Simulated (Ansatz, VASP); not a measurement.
**Sr3NbZn: VASP beside Ansatz**

```xyz
5
Lattice="5.8287 0.0000 0.0000 0.0000 5.8287 0.0000 0.0000 0.0000 5.8287" Properties=species:S:1:pos:R:3 pbc="T T T"
Sr    0.0000    2.9144    2.9144
Sr    2.9144    0.0000    2.9144
Sr    2.9144    2.9144    0.0000
Nb    0.0000    0.0000    0.0000
Zn    2.9144    2.9144    2.9144
```

Alike in both runs: functional PBE; k mesh 4 × 4 × 4; occupations gaussian, width 0.1 eV; no spin polarisation.

Ansatz relaxed the structure, and its values are those at the end. VASP's run is a single point on that final structure, the one shown.

|  | VASP | Ansatz |
| --- | --- | --- |
| version | VASP 6.6.1 | Ansatz 0.2.0 |
| potentials or method | VASP PAW PBE potentials, release 64 (Sr_sv, Nb_sv, Zn), cutoff 520 eV | scalar-relativistic, plane waves, PAW |
| valence electrons in the cell | 55 | 55 |

|  | VASP | Ansatz | Ansatz less VASP |
| --- | --- | --- | --- |
| gap on the k mesh at the Fermi level (eV) | none | none | - |
| pressure (GPa) | 0.3 | 0.3 | -0.04 |

A gap of «none» marks a metal or a gap that the smearing closes.
